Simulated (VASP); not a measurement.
A run of VASP 6.6.1 is set up as follows.

The input INCAR:

```
SYSTEM = Sr
PREC = Accurate
ENCUT = 520
EDIFF = 1E-6
ISMEAR = -1
SIGMA = 0.08
LREAL = .FALSE.
LASPH = .TRUE.
NELM = 80
ALGO = Normal
ISIF = 2
LWAVE = .FALSE.
LCHARG = .FALSE.
GGA = PE
NBANDS = 17
```

KPOINTS

```
regular mesh
0
G
  11 11 6
  0 0 0
```

POSCAR

```
Sr
1.0
    4.2978980819      0.0000000000      0.0000000000
   -2.1489490409      3.7220889218      0.0000000000
    0.0000000000      0.0000000000      7.0450325218
Sr
2
Direct
    0.3333333333      0.6666666667      0.2500000000
    0.6666666667      0.3333333333      0.7500000000
```

Potentials or basis: VASP PAW PBE potentials, release 64 (Sr_sv).

Launch:

```sh
$ cat potpaw_PBE.64/Sr_sv/POTCAR > POTCAR
$ mpirun -np 1 vasp_std > vasp.out
```

**Question.** Estimate the pressure.

**Answer.** -0.2 GPa.

**Question.** Predict the band gap on the k mesh.

**Answer.** Zero (band 10 reaches 1.62 eV, above the bottom of band 11 at 1.50 eV).
